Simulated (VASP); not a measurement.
Write the native input for VASP 6.6.1 that does the following.

```yaml
Task: single point
Functional: PBE
Potentials_or_basis: VASP PAW PBE potentials, release 64 (Al, B, As)
Cutoff: 520 eV
k_mesh: 12 × 12 × 4
Occupations: gaussian, width 0.02 eV
Spin: no spin polarisation
Dipole_correction: no
Further_INCAR_settings: ALGO = Normal; EDIFF = 1e-06; NBANDS = 21
```

The structure of Al2BAs3 lies in POSCAR:

```
Al2BAs3
1.0
    3.8388896372      0.0000000000      0.0000000000
   -1.9194448186      3.3245759481      0.0000000000
    0.0000000000      0.0000000000      9.5634760362
Al B As
2 1 3
Direct
    0.0000000000      0.0000000000      0.9894935861
    0.6666666667      0.3333333333      0.3448745906
    0.3333333333      0.6666666667      0.6731769916
    0.0000000000      0.0000000000      0.2465310227
    0.6666666667      0.3333333333      0.6048123895
    0.3333333333      0.6666666667      0.8911114196
```

These files were run (other wordings do the same):

INCAR

```
PREC = Accurate
ENCUT = 520
EDIFF = 1E-6
ISMEAR = 0
SIGMA = 0.02
LREAL = False
LASPH = True
NELM = 80
ALGO = Normal
ISIF = 2
LWAVE = False
LCHARG = True
GGA = PE
LELF = True
LVHAR = True
NBANDS = 21
```

KPOINTS

```
Automatic mesh
0
Gamma
  12 12 4
```

Potentials or basis: VASP PAW PBE potentials, release 64 (Al, B, As).

Launch:

```console
$ cat potpaw_PBE.64/Al/POTCAR potpaw_PBE.64/B/POTCAR potpaw_PBE.64/As/POTCAR > POTCAR
$ mpirun -np 1 vasp_std > vasp.out
```

Results of the run:

- Pressure: 0.2 GPa
- Largest force: 0.044 eV/Å
- Band gap on the k mesh: 0.33 eV

Wall time 73 s on 1 thread of Intel(R) Xeon(R) 6975P-C (Granite Rapids), with other jobs on the host, peak memory 0.35 GiB.
